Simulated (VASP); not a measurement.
Wanted: the native input for a VASP 6.6.1 run.

```
Task                   : relaxation of cell and atoms
Functional             : r2SCAN
Potentials or basis    : VASP PAW PBE potentials, release 64 (Pb_d, O)
Cutoff                 : 600 eV
k mesh                 : 7 × 7 × 9
Occupations            : fermi-dirac, width 0.1 eV
Spin                   : no spin polarisation
Dipole correction      : no
Further INCAR settings : ALGO = Normal; EDIFF = 1e-07; IBRION = 2; EDIFFG = -0.01; NSW = 80; ISIF = 3
```

Crystal: PbO2.

```
Pb O
1.0
     4.95770    0.00000    0.00000
     0.00000    4.95770    0.00000
     0.00000    0.00000    3.38790
Pb O
2 4
Direct
  0.00000 0.00000 0.00000
  0.50000 0.50000 0.50000
  0.30720 0.30720 0.00000
  0.19280 0.80720 0.50000
  0.69280 0.69280 0.00000
  0.80720 0.19280 0.50000
```

One way to write it, as run:

POSCAR

```
PbO2
1.0
    4.9577000000      0.0000000000      0.0000000000
    0.0000000000      4.9577000000      0.0000000000
    0.0000000000      0.0000000000      3.3879000000
Pb O
2 4
Direct
    0.0000000000      0.0000000000      0.0000000000
    0.5000000000      0.5000000000      0.5000000000
    0.3072000000      0.3072000000      0.0000000000
    0.1928000000      0.8072000000      0.5000000000
    0.6928000000      0.6928000000      0.0000000000
    0.8072000000      0.1928000000      0.5000000000
```

INCAR.step1

```
  PREC = Accurate
  ENCUT = 600
  ISMEAR = -1
  SIGMA = 0.1
  LREAL = F
  LASPH = T
  NELM = 100
  GGA = PE
  ALGO = Normal
  EDIFF = 1E-4
  LWAVE = T
  LCHARG = F
```

INCAR.step2

```
  PREC = Accurate
  ENCUT = 600
  EDIFF = 1E-7
  ISMEAR = -1
  SIGMA = 0.1
  LREAL = F
  LASPH = T
  NELM = 100
  ALGO = Normal
  ISIF = 3
  LWAVE = F
  LCHARG = F
  METAGGA = R2SCAN
  LMIXTAU = T
  IBRION = 2
  NSW = 80
  EDIFFG = -0.01
  ISTART = 1
```

KPOINTS

```
Automatic mesh
0
Gamma
  7 7 9
```

Potentials or basis: VASP PAW PBE potentials, release 64 (Pb_d, O).

Launch:

```bash
$ cat potpaw_PBE.64/Pb_d/POTCAR potpaw_PBE.64/O/POTCAR > POTCAR
$ cp INCAR.step1 INCAR
$ mpirun -np 1 vasp_std > vasp.out
$ cp INCAR.step2 INCAR
$ mpirun -np 1 vasp_std > vasp.out
```

Results of the run:

| Quantity | Value |
| --- | --- |
| Relaxed volume | 14.17 Å³/atom |
| Relaxed cell | a = 4.989 Å, b = 4.989 Å, c = 3.416 Å, α = 90.00°, β = 90.00°, γ = 90.00° |
| Space group after relaxing (to 0.1 Å) | P4_2/mnm (No. 136) |
| Energy gained by relaxing | 3.1 meV/atom |
| Ionic steps | 5 |
| Pressure after relaxing | 0.1 GPa |
| Largest force after relaxing | 0.006 eV/Å |
| Band gap on the k mesh | 0.08 eV (least direct gap 0.14 eV) |

Caveat: the smearing spreads over this small gap; the PAW data sets were made with another functional, which shifts forces and pressure a little; spin-orbit coupling is left out, which moves the levels of the heavy elements.

It took 33 min on 1 thread of Oxide Virtual Turin-like Processor, on a shared host, peak memory 0.28 GiB.
